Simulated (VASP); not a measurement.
Runs of VASP 6.6.1 on Ag. The structure is that of space group I4/mmm (No. 139), or close to it. The cells are those of the table. 

```tsv
cell	gap on the mesh (eV)	pressure (GPa)
a = 2.815, b = 2.815, c = 3.139 Å, angles 56.1, 56.1, 67.8°, 1 atom	none	2.3
a = 3.153, b = 3.153, c = 2.574 Å, angles 65.9, 65.9, 48.2°, 1 atom	none	11.3
a = 3.070, b = 3.070, c = 2.647 Å, angles 64.5, 64.5, 51.1°, 1 atom	none	6.3
a = 2.813, b = 2.813, c = 3.336 Å, angles 53.6, 53.6, 72.7°, 1 atom	none	2.5
a = 2.942, b = 2.942, c = 2.799 Å, angles 61.6, 61.6, 56.8°, 1 atom	none	2.0
a = 3.218, b = 3.218, c = 2.524 Å, angles 66.9, 66.9, 46.2°, 1 atom	none	(a)
a = 2.831, b = 2.831, c = 3.050 Å, angles 57.4, 57.4, 65.2°, 1 atom	none	2.1
a = 2.854, b = 2.854, c = 2.971 Å, angles 58.6, 58.6, 62.7°, 1 atom	none	1.8
a = 3.003, b = 3.003, c = 2.719 Å, angles 63.1, 63.1, 53.8°, 1 atom	none	(b)
```

Alike in all rows: task single point; level r2SCAN; potentials or basis VASP PAW PBE potentials, release 64 (Ag); no spin polarisation; k mesh 22 × 22 × 22; cutoff (eV) 520; smearing gaussian 0.15 eV.

Question: Estimate the missing entries.

Answer: (a) 16.3; (b) 3.5.

Caveats: the PAW data sets were made with another functional, which shifts forces and pressure a little.

A k mesh can miss the band edges, and the runs leave out spin-orbit coupling on Ag.

A gap of «none» marks levels without a gap at the run's occupations.
